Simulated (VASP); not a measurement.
# WC (Fm-3m) in VASP: further runs, part 2 of 2

VASP 6.6.1. The steps go on from the part before.

**3. Single point, PBEsol**

This run uses another cell than the first one, of 10.54 Å³/atom, 1.042 times its volume.

The input, INCAR:

```
PREC = Accurate ; ENCUT = 600
EDIFF = 1E-6 ; ISMEAR = -1
SIGMA = 0.03 ; LREAL = False
LASPH = True ; NELM = 120
ALGO = Normal ; ISIF = 2
LWAVE = False ; LCHARG = False
GGA = PS ; NBANDS = 16
GGA_COMPAT = False
```

The input, KPOINTS:

```
Automatic mesh
0
Gamma
  6 6 6
```

The input, POSCAR:

```
WC
1.0
    0.0000000000      2.1926840000      2.1926840000
    2.1926840000      0.0000000000      2.1926840000
    2.1926840000      2.1926840000      0.0000000000
W C
1 1
Direct
    0.0000000000      0.0000000000      0.0000000000
    0.5000000000      0.5000000000      0.5000000000
```

Potentials or basis: VASP PAW PBE potentials, release 64 (W_sv, C).

Command:

```bash
$ cat potpaw_PBE.64/W_sv/POTCAR potpaw_PBE.64/C/POTCAR > POTCAR
$ mpirun -np 1 vasp_std > vasp.out
```

OUTCAR:

```text
PREC = Accurate
   ENCUT = 600
   EDIFF = 1E-6
   ISMEAR = -1
   LREAL = False
   LASPH = True
   NELM = 120
   ISIF = 2
   GGA = PS

 ion  position               nearest neighbor table
   1  0.000  0.000  0.000-   2 2.19   2 2.19   2 2.19   2 2.19   2 2.19   2 2.19
   2  0.500  0.500  0.500-   1 2.19   1 2.19   1 2.19   1 2.19   1 2.19   1 2.19

  LATTYP: Found a face centered cubic cell.
 ALAT       =     4.3853680000

  Lattice vectors:

 A1 = (   0.0000000000,   2.1926840000,   2.1926840000)
 A2 = (   2.1926840000,   0.0000000000,   2.1926840000)
 A3 = (   2.1926840000,   2.1926840000,   0.0000000000)

Analysis of symmetry for initial positions (statically):
=====================================================================
 Subroutine PRICEL returns:
 Original cell was already a primitive cell.

 Routine SETGRP: Setting up the symmetry group for a
 face centered cubic supercell.

 Subroutine GETGRP returns: Found 48 space group operations
 (whereof 48 operations were pure point group operations)
 out of a pool of 48 trial point group operations.

The static configuration has the point symmetry O_h .

Analysis of symmetry for dynamics (positions and initial velocities):
=====================================================================
 Subroutine PRICEL returns:
 Original cell was already a primitive cell.

 Routine SETGRP: Setting up the symmetry group for a
 face centered cubic supercell.

 Subroutine GETGRP returns: Found 48 space group operations
 (whereof 48 operations were pure point group operations)
 out of a pool of 48 trial point group operations.

The dynamic configuration has the point symmetry O_h .

 Subroutine INISYM returns: Found 48 space group operations
 (whereof 48 operations are pure point group operations),
 and found     1 'primitive' translations

[... 102 lines left out ...]
   IALGO  =     38    algorithm
   IMIX   =      4    mixing-type and parameters
     AMIX     =   0.40;   BMIX     =  1.00
     AMIX_MAG =   1.60;   BMIX_MAG =  1.00
  volume/ion in A,a.u.               =      10.54        71.14
  Fermi-wavevector in a.u.,A,eV,Ry     =   1.553029  2.934800 32.815887  2.411900
  Thomas-Fermi vector in A             =   2.657319
   LORBIT       =      0    0 simple, 1 ext, 2 COOP (PROOUT), +10 PAW based schemes
   GGA     = PS    functional components
   LHFCALC =     F    Hartree Fock is set to
   AEXX    =    0.0000 exact exchange contribution
   IVDW    =     0    specifies the selected vdW correction
   LEPSILON=     F    determine dielectric tensor
   LRPA    =     F    only Hartree local field effects (RPA)
 non-spin polarized calculation
  energy-cutoff  :      600.00
  volume of cell :       21.08
 maximum number of plane-waves:       725
 NGX is ok and might be reduce to    28
   NGX = 13   NGY = 13   NGZ = 13

 number of electron      18.0000001 magnetization

 Free energy of the ion-electron system (eV)
  ---------------------------------------------------
  ext. energy  EPLUGINS =         0.00000000
  ---------------------------------------------------
  free energy    TOTEN  =       -22.92885485 eV

  energy without entropy =      -22.92438831  energy(sigma->0) =      -22.92662158

 E-fermi :  12.2008     XC(G=0): -13.8418

 val. band max:       12.1611281001   @ k =  -0.3333   0.1667   0.0000
 cond. band min:      12.4337277670   @ k =  -0.3333   0.3333   0.1667
 fundamental gap:      0.2725996669
 Fermi energy:        12.2007620156

 k-point     1 :       0.0000    0.0000    0.0000
  band No.  band energies     occupation
      1     -63.1081      2.00000
      2     -27.1062      2.00000
      3     -27.1062      2.00000
      4     -27.1062      2.00000
      5      -3.5331      2.00000
      6       9.4960      2.00000
[... 281 lines left out ...]
      3     -27.3977      2.00000
      4     -27.3211      2.00000
      5      -0.6454      2.00000
      6       6.1860      2.00000
[... 8 lines left out ...]
     15      24.1634      0.00000
     16      26.5943      0.00000

------------------------ aborting loop because EDIFF is reached ----------------------------------------

  FORCE on cell =-STRESS in cart. coord.  units (eV):
  Direction    XX          YY          ZZ          XY          YZ          ZX
  --------------------------------------------------------------------------------------
  -------------------------------------------------------------------------------------
  Total       -1.1152993     -1.1152993     -1.1152993      0.0000000      0.0000000     -0.0000000
  in kB      -84.7508110    -84.7508110    -84.7508110      0.0000000      0.0000000     -0.0000000
  external PRESSURE =     -84.7508110 kB  Pullay stress =       0.0000000 kB

 VOLUME and BASIS-vectors are now :
 -----------------------------------------------------------------------------
  energy-cutoff  :      600.00
  volume of cell :       21.08
      direct lattice vectors                 reciprocal lattice vectors
     0.000000000  2.192684000  2.192684000    -0.228031034  0.228031034  0.228031034
     2.192684000  0.000000000  2.192684000     0.228031034 -0.228031034  0.228031034
     2.192684000  2.192684000  0.000000000     0.228031034  0.228031034 -0.228031034

 POSITION                                       TOTAL-FORCE (eV/Angst)
 -----------------------------------------------------------------------------------
      0.00000      0.00000      0.00000        -0.000000     -0.000000      0.000000
      2.19268      2.19268      2.19268         0.000000      0.000000     -0.000000
 -----------------------------------------------------------------------------------
    total drift:                               -0.000000      0.000000      0.000000

  FREE ENERGIE OF THE ION-ELECTRON SYSTEM (eV)
  ---------------------------------------------------
  free  energy   TOTEN  =       -22.9288548453 eV

  energy  without entropy=      -22.9243883060  energy(sigma->0) =      -22.92662158
```

Wall time 16 s (1 thread of AMD EPYC 7R13 (Zen 3), shared host); peak memory 0.13 GiB.

Results:

```
Free energy            : -22.9289 eV
Pressure               : -8.5 GPa
Band gap on the k mesh : zero (band 9 reaches 13.31 eV, above the bottom of band 10 at 10.44 eV)
```

Levels at points of the mesh, in eV from the Fermi level:
```
           k point  band 6  band 7  band 8  band 9  band 10  band 11  band 12  band 13
(0.00, 0.00, 0.00)   -2.70   -2.70   -2.70   -0.99    -0.99    -0.99    -0.92    -0.92
(0.50, 0.00, 0.00)   -9.76   -6.53   -6.53    1.10     1.10     2.39     4.95     8.86
(0.50, 0.50, 0.00)   -5.74   -5.54   -2.43   -2.43     0.90     2.34     2.34     5.47
```

Caveat: the k points lie up to 0.41 Å⁻¹ apart; the PAW data sets were made with another functional, which shifts forces and pressure a little; spin-orbit coupling is left out, which moves the levels of the heavy elements.

**4. Single point, PBEsol+D3(BJ)**

This run uses another cell than the first one, of 10.07 Å³/atom, 0.995 times its volume.

The input, INCAR:

```
PREC     = Accurate       # precision mode
ENCUT    = 910            # plane-wave cutoff, eV
EDIFF    = 1E-6           # SCF threshold, eV
ISMEAR   = -1             # smearing method
SIGMA    = 0.05           # smearing width, eV
LREAL    = F              # projectors in reciprocal space
LASPH    = T              # aspherical terms in the spheres
NELM     = 120            # most SCF steps
ALGO     = Normal         # electronic algorithm
ISIF     = 2              # what is computed and relaxed
LWAVE    = F              # write WAVECAR
LCHARG   = T              # write CHGCAR
GGA      = PS             # functional
IVDW     = 12             # dispersion correction
LELF     = T              # ELF
LVHAR    = T            
NBANDS   = 16             # bands
GGA_COMPAT= F
```

The input, KPOINTS:

```
regular mesh
0
Gamma
  10 10 10
```

The input, POSCAR:

```
WC
1.0
    0.0000000000      2.1592042556      2.1592042556
    2.1592042556      0.0000000000      2.1592042556
    2.1592042556      2.1592042556      0.0000000000
W C
1 1
Direct
    0.0000000000      0.0000000000      0.0000000000
    0.5000000000      0.5000000000      0.5000000000
```

Potentials or basis: VASP PAW PBE potentials, release 64 (W_sv, C_h).

Command:

```bash
$ cat potpaw_PBE.64/W_sv/POTCAR potpaw_PBE.64/C_h/POTCAR > POTCAR
$ mpirun -np 1 vasp_std > vasp.out
```

It took 29 s on 1 thread of Intel Xeon Platinum 8259CL at 2.50GHz (Skylake/Cascade Lake), shared host; peak memory 0.2 GiB.

The run converged. Its results:

```yaml
Free_energy: -23.9376 eV
Pressure: 1.1 GPa
Band_gap_on_the_k_mesh: zero (band 9 reaches 14.46 eV, above the bottom of band 10 at 11.04 eV)
Dispersion_energy_per_atom: -0.464 eV
```

Levels at points of the mesh, in eV from the Fermi level:
```csv
k point,band 6,band 7,band 8,band 9,band 10,band 11,band 12,band 13
"(0.00, 0.00, 0.00)",-2.99,-2.99,-2.99,-1.18,-1.18,-1.18,-1.07,-1.07
"(0.50, 0.00, 0.00)",-10.28,-6.97,-6.97,1.09,1.09,2.47,4.91,9.28
"(0.50, 0.50, 0.00)",-6.21,-5.75,-2.61,-2.61,0.88,2.42,2.42,5.83
```

Caveat: the cutoff is under 1.25 times the usual one of these potentials, so pressure, stress and relaxed cells hold a basis-set (Pulay) error; the PAW data sets were made with another functional, which shifts forces and pressure a little; spin-orbit coupling is left out, which moves the levels of the heavy elements; pairwise dispersion overbinds metals, which lowers pressure and volume.

**5. Single point, PBEsol+D3(BJ)**

This run uses another cell than the first one, of 10.07 Å³/atom, 0.995 times its volume.

The input, INCAR:

```
SYSTEM = WC
PREC = Accurate
ENCUT = 910
EDIFF = 1E-6
ISMEAR = -1
SIGMA = 0.05
LREAL = .FALSE.
LASPH = .TRUE.
NELM = 120
ALGO = Normal
ISIF = 2
LWAVE = .FALSE.
LCHARG = .FALSE.
GGA = PS
IVDW = 12
NBANDS = 16
GGA_COMPAT = .FALSE.
```

The input, KPOINTS:

```
regular mesh
0
G
  10 10 10
  0 0 0
```

The input, POSCAR:

```
WC
1.0
    0.0000000000      2.1592042554      2.1592042554
    2.1592042554      0.0000000000      2.1592042554
    2.1592042554      2.1592042554      0.0000000000
W C
1 1
Direct
    0.0000000000      0.0000000000      0.0000000000
    0.5000000000      0.5000000000      0.5000000000
```

Command:

```bash
$ cat potpaw_PBE.64/W_sv/POTCAR potpaw_PBE.64/C_h/POTCAR > POTCAR
$ mpirun -np 1 vasp_std > vasp.out
```

Run time: 27 s. Hardware: 1 thread of Intel Xeon Platinum 8259CL at 2.50GHz (Skylake/Cascade Lake), shared host; peak memory 0.2 GiB.

Results (log left out):

| Item | Value |
| --- | --- |
| Free energy | -23.9376 eV |
| Pressure | 1.1 GPa |
| Band gap on the k mesh | zero (band 9 reaches 14.46 eV, above the bottom of band 10 at 11.04 eV) |
| Dispersion energy per atom | -0.464 eV |

Levels at points of the mesh, in eV from the Fermi level:
```csv
k point,band 7,band 8,band 9,band 10,band 11,band 12
"(0.00, 0.00, 0.00)",-2.99,-2.99,-1.18,-1.18,-1.18,-1.07
"(0.50, 0.00, 0.00)",-6.97,-6.97,1.09,1.09,2.47,4.91
"(0.50, 0.50, 0.00)",-5.75,-2.61,-2.61,0.88,2.42,2.42
```

Caveat: the cutoff is under 1.25 times the usual one of these potentials, so pressure, stress and relaxed cells hold a basis-set (Pulay) error; the PAW data sets were made with another functional, which shifts forces and pressure a little; spin-orbit coupling is left out, which moves the levels of the heavy elements; pairwise dispersion overbinds metals, which lowers pressure and volume.

**6. Single point, PBEsol+U**

This run uses another cell than the first one, of 10.26 Å³/atom, 1.013 times its volume.

The input, INCAR:

```
PREC = Accurate
ENCUT = 910
EDIFF = 1E-6
ISMEAR = -1
SIGMA = 0.05
LREAL = False
LASPH = True
NELM = 200
ALGO = Normal
ISIF = 2
LWAVE = False
LCHARG = False
LMAXMIX = 4
LDAU = True
LDAUTYPE = 2
LDAUL = 2 -1
LDAUU = 1 0
LDAUJ = 0 0
LDAUPRINT = 1
GGA = PS
NBANDS = 16
GGA_COMPAT = False
```

The input, KPOINTS:

```
Automatic mesh
0
Gamma
  10 10 10
```

The input, POSCAR:

```
WC
1.0
    0.0000000000      2.1726366333      2.1726366333
    2.1726366333      0.0000000000      2.1726366333
    2.1726366333      2.1726366333      0.0000000000
W C
1 1
Direct
    0.0000000000      0.0000000000      0.0000000000
    0.5000000000      0.5000000000      0.5000000000
```

Potentials or basis: VASP PAW PBE potentials, release 64 (W_sv, C_h).

Command:

```bash
$ cat potpaw_PBE.64/W_sv/POTCAR potpaw_PBE.64/C_h/POTCAR > POTCAR
$ mpirun -np 1 vasp_std > vasp.out
```

It took 13 s on 1 thread of Intel Xeon 6975P-C (Granite Rapids), shared host; peak memory 0.19 GiB.

The run converged. Its results:

- Free energy: -21.8855 eV
- Pressure: 2.7 GPa
- Band gap on the k mesh: zero (band 9 reaches 14.23 eV, above the bottom of band 10 at 10.89 eV)

Levels at points of the mesh, in eV from the Fermi level:
```
           k point  band 6  band 7  band 8  band 9  band 10  band 11  band 12  band 13
(0.00, 0.00, 0.00)   -2.91   -2.91   -2.91   -1.18    -1.18    -1.18    -1.04    -1.04
(0.50, 0.00, 0.00)  -10.15   -6.84   -6.84    1.07     1.07     2.39     4.81     9.06
(0.50, 0.50, 0.00)   -6.06   -5.78   -2.63   -2.63     0.86     2.37     2.37     5.59
```

Eigenvalues of the final occupation matrices:
```
    site  spin  trace               eigenvalues
site 1 d     1   1.74  0.34 0.34 0.34 0.36 0.36
site 1 d     2   1.74  0.34 0.34 0.34 0.36 0.36
```

Caveat: the cutoff is under 1.25 times the usual one of these potentials, so pressure, stress and relaxed cells hold a basis-set (Pulay) error; the PAW data sets were made with another functional, which shifts forces and pressure a little; spin-orbit coupling is left out, which moves the levels of the heavy elements; U without spin polarisation on a metal has little footing; the U is typed as a test and isn't derived for this compound.

**7. The runs side by side**

| level | potentials or basis | U | cell | k mesh | cutoff (eV) | smearing | second run | gap on the mesh (eV) | pressure (GPa) |
| --- | --- | --- | --- | --- | --- | --- | --- | --- | --- |
| LDA | VASP PAW LDA potentials, release 64 (W_sv, C_h) | - | a = 3.059 Å, angles 60.0°, 2 atoms | 10 × 10 × 10 | 910 | fermi-dirac 0.05 eV | hard_potentials | none | 1.1 |
| PBEsol | VASP PAW PBE potentials, release 64 (W_sv, C) | - | a = 3.101 Å, angles 60.0°, 2 atoms | 6 × 6 × 6 | 600 | fermi-dirac 0.03 eV | - | none | -8.5 |
| PBEsol+D3(BJ) | VASP PAW PBE potentials, release 64 (W_sv, C_h) | - | a = 3.054 Å, angles 60.0°, 2 atoms | 10 × 10 × 10 | 910 | fermi-dirac 0.05 eV | hard_potentials | none | 1.1 |
| PBEsol+U | VASP PAW PBE potentials, release 64 (W_sv, C_h) | W d U = 1.0 eV | a = 3.073 Å, angles 60.0°, 2 atoms | 10 × 10 × 10 | 910 | fermi-dirac 0.05 eV | hard_potentials | none | 2.7 |

Alike in all rows: task single point; no spin polarisation.

Caveats: some runs use coarse meshes; spin-orbit coupling is left out, which moves the levels of the heavy elements; the cutoff is under 1.25 times the usual one of these potentials, so pressure, stress and relaxed cells hold a basis-set (Pulay) error (some runs); the PAW data sets were made with another functional, which shifts forces and pressure a little (some runs); pairwise dispersion overbinds metals, which lowers pressure and volume (some runs); U without spin polarisation on a metal has little footing (some runs); the U is typed as a test and isn't derived for this compound (some runs).

Total energies depend on the potentials used, so only differences within one code and one set of settings carry meaning.
